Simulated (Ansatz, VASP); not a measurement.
## CdSe in VASP and in Ansatz

```
Cd Se
1.0
     4.30000    0.00000    0.00000
    -2.15000    3.72391    0.00000
     0.00000    0.00000    7.02000
Cd Se
2 2
Direct
  0.33333 0.66667 0.00000
  0.66667 0.33333 0.50000
  0.33333 0.66667 0.38500
  0.66667 0.33333 0.88500
```

Alike in both runs: task single point; functional PBEsol; k mesh 6 × 6 × 4; no spin polarisation.

|  | VASP | Ansatz |
| --- | --- | --- |
| version | VASP 6.6.1 | Ansatz 0.2.0 |
| potentials or method | VASP PAW PBE potentials, release 64 (Cd, Se) | plane waves, PAW |
| plane-wave cutoff (eV) | 520 | 420 |
| occupations | gaussian, width 0.01 eV | fixed |
| valence electrons in the cell | 36 | 72 |

Ansatz gave:

| Item | Value |
| --- | --- |
| gap on the k mesh at the Fermi level (eV) | 0.58 |
| pressure (GPa) | 0.2 |
| traceless stress, the component that is largest in VASP (GPa) | -1.23 |
| rms of the force components (eV/Å) | 0.153 |

Question: Estimate VASP's values.

Answer: gap on the k mesh at the Fermi level (eV): 0.58; pressure (GPa): 0.5; traceless stress, the component that is largest in VASP (GPa): -1.28; rms of the force components (eV/Å): 0.159.

VASP's potentials were made for PBE, not for PBEsol. Atom by atom the forces differ by 0.006 eV/Å (rms over components). VASP's potentials hold 36 valence electrons a cell and Ansatz's 72, so a difference there can come from the potentials and not from the codes.
